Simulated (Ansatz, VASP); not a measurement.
W3N4 in VASP and in Ansatz

```
W N
1.0
     4.54377    0.00000    0.00000
     0.00000    4.54377    0.00000
     0.00000    0.00000    4.54377
W N
3 4
Direct
  0.00000 0.00000 0.50000
  0.00000 0.50000 0.00000
  0.50000 0.00000 0.00000
  0.25068 0.25068 0.25068
  0.25068 0.74932 0.74932
  0.74932 0.25068 0.74932
  0.74932 0.74932 0.25068
```

Change from the starting cell: ordered vacancies on the cation sites of zinc blende (P-43m, No. 215).

Alike in both runs: functional PBE; k mesh 4 × 4 × 4; occupations gaussian, width 0.1 eV; no spin polarisation.

Ansatz relaxed the structure, and its values are those at the end. VASP's run is a single point on that final structure, the one shown.

```csv
,VASP,Ansatz
version,VASP 6.6.1,Ansatz 0.2.0
potentials or method,"VASP PAW PBE potentials, release 64 (W_sv, N_h), cutoff 910 eV","scalar-relativistic, plane waves, PAW"
valence electrons in the cell,62,62
```

Ansatz gave:

```
gap on the k mesh at the Fermi level (eV) : none
rms of the force components (eV/Å)        : 0.006
```

Estimate VASP's values.

gap on the k mesh at the Fermi level (eV): none; rms of the force components (eV/Å): 0.035.

A gap of «none» marks a metal or a gap that the smearing closes. The functional is the same, so the differences come from potentials, cutoffs and numerics.

Neither program's run includes spin-orbit coupling. Noted on VASP's run: the cutoff is short for stress, so the pressure is rough.
